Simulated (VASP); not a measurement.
Input of a VASP 6.6.1 run:

POSCAR

```
TiB2
1.0
    3.0292000000      0.0000000000      0.0000000000
   -1.5146000000      2.6233641500      0.0000000000
    0.0000000000      0.0000000000      3.2284000000
Ti B
1 2
Direct
    0.0000000000      0.0000000000      0.0000000000
    0.3333333300      0.6666666700      0.5000000000
    0.6666666700      0.3333333300      0.5000000000
```

Contents of INCAR.step1:

```
PREC     = Accurate       # precision mode
ENCUT    = 550            # plane-wave cutoff, eV
ISMEAR   = -1             # smearing method
SIGMA    = 0.1            # smearing width, eV
LREAL    = False          # projectors in reciprocal space
LASPH    = True           # aspherical terms in the spheres
NELM     = 120            # most SCF steps
GGA      = PE             # functional
ALGO     = Normal         # electronic algorithm
EDIFF    = 1E-5           # SCF threshold, eV
LWAVE    = True           # write WAVECAR
LCHARG   = False          # write CHGCAR
GGA_COMPAT= False        
IBRION   = 2              # ionic algorithm
ISIF     = 3              # what is computed and relaxed
EDIFFG   = -0.005         # ionic threshold
NELMIN   = 4            
NSW      = 100            # ionic steps
```

INCAR.step2

```
PREC     = Accurate       # precision mode
ENCUT    = 550            # plane-wave cutoff, eV
EDIFF    = 1E-7           # SCF threshold, eV
ISMEAR   = -1             # smearing method
SIGMA    = 0.1            # smearing width, eV
LREAL    = False          # projectors in reciprocal space
LASPH    = True           # aspherical terms in the spheres
NELM     = 120            # most SCF steps
ALGO     = Normal         # electronic algorithm
ISIF     = 3              # what is computed and relaxed
LWAVE    = False          # write WAVECAR
LCHARG   = False          # write CHGCAR
METAGGA  = R2SCAN         # meta-GGA
LMIXTAU  = True         
IBRION   = 2              # ionic algorithm
NSW      = 80             # ionic steps
EDIFFG   = -0.01          # ionic threshold
ISTART   = 1            
GGA_COMPAT= False        
NELMIN   = 4
```

File KPOINTS:

```
Automatic mesh
0
Gamma
  12 12 10
```

Potentials or basis: VASP PAW PBE potentials, release 64 (Ti_sv, B).

Run with:

```bash
$ cat potpaw_PBE.64/Ti_sv/POTCAR potpaw_PBE.64/B/POTCAR > POTCAR
$ cp INCAR.step1 INCAR
$ mpirun -np 1 vasp_std > vasp.out
$ cp INCAR.step2 INCAR
$ mpirun -np 1 vasp_std > vasp.out
```

Problem. What does it give for the relaxed volume?

Solution. 8.54 Å³/atom.

Problem. Predict the relaxed cell.

Solution. a = 3.027 Å, b = 3.027 Å, c = 3.228 Å, α = 90.00°, β = 90.00°, γ = 120.00°.

Final structure:
```
CELL_PARAMETERS angstrom
3.02746 0.00000 0.00000
-1.51373 2.62185 0.00000
0.00000 0.00000 3.22786
ATOMIC_POSITIONS crystal
Ti 0.00000 0.00000 0.00000
B 0.33333 0.66667 0.50000
B 0.66667 0.33333 0.50000
```

Caveat: the PAW data sets were made with another functional, which shifts forces and pressure a little.
